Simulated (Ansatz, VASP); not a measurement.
## One calculation of IrO2, two programs

INCAR

```
  PREC = Accurate
  ENCUT = 600
  EDIFF = 1E-7
  ISMEAR = 0
  SIGMA = 0.1
  LREAL = F
  LASPH = T
  NELM = 120
  ALGO = Normal
  ISIF = 3
  LWAVE = F
  LCHARG = F
  GGA = PE
  IVDW = 12
  IBRION = 2
  NSW = 70
  EDIFFG = -0.02
  GGA_COMPAT = F
  NELMIN = 4
```

The input KPOINTS:

```
Automatic mesh
0
Gamma
  8 8 12
```

POSCAR

```
IrO2
1.0
    4.5256612560      0.0000000000      0.0000000000
    0.0000000000      4.5256612560      0.0000000000
    0.0000000000      0.0000000000      3.1815052114
Ir O
2 4
Direct
    0.5000000000      0.5000000000      0.5000000000
    0.0000000000      0.0000000000      0.0000000000
    0.6914930968      0.6914930968      0.0000000000
    0.8085069032      0.1914930968      0.5000000000
    0.3085069032      0.3085069032      0.0000000000
    0.1914930968      0.8085069032      0.5000000000
```

Input for Ansatz:

```yaml
crystal:
  lattice:
    - [4.525661256, 0.0, 0.0]
    - [0.0, 4.525661256, 0.0]
    - [0.0, 0.0, 3.1815052114]
  atoms:
    - { symbol: Ir, position: [0.5, 0.5, 0.5] }
    - { symbol: Ir, position: [0.0, 0.0, 0.0] }
    - { symbol: O, position: [0.6914930968, 0.6914930968, 0.0] }
    - { symbol: O, position: [0.8085069032, 0.1914930968, 0.5] }
    - { symbol: O, position: [0.3085069032, 0.3085069032, 0.0] }
    - { symbol: O, position: [0.1914930968, 0.8085069032, 0.5] }
basis:
  ecutwfc: 420
kpoints:
  mp_grid: { grid: [8, 8, 12] }
hamiltonian:
  xc: pbe
  dispersion: d3bj
scf:
  occupations: { method: gaussian, width: 0.1 }
output:
  forces: true
  stress: true
  eigenvalues: true
relax:
  adjacent_minimum: "off"
  f_tol: 0.02
  max_steps: 50
  cell: { stress_tol: 0.1 }
```

Alike in both runs: task relaxation of cell and atoms; functional PBE; dispersion D3(BJ); k mesh 8 × 8 × 12; occupations gaussian, width 0.1 eV; no spin polarisation.

|  | VASP | Ansatz |
| --- | --- | --- |
| version | VASP 6.6.1 | Ansatz 0.2.0 |
| potentials or method | VASP PAW PBE potentials, release 64 (Ir, O), cutoff 600 eV | scalar-relativistic, plane waves, PAW |
| valence electrons in the cell | 42 | 58 |

```tsv
	VASP	Ansatz	Ansatz less VASP
gap on the k mesh at the Fermi level, each at its own relaxed structure (eV)	none	none	-
relaxed volume (Å³/atom)	10.80	10.72	-0.082
relaxed cell length with the largest relative difference (Å)	3.181	3.172	-0.0091
```

A gap of «none» marks a metal or a gap that the smearing closes. VASP's potentials hold 42 valence electrons a cell and Ansatz's 58, so a difference there can come from the potentials and not from the codes.

Spin-orbit coupling is off throughout.
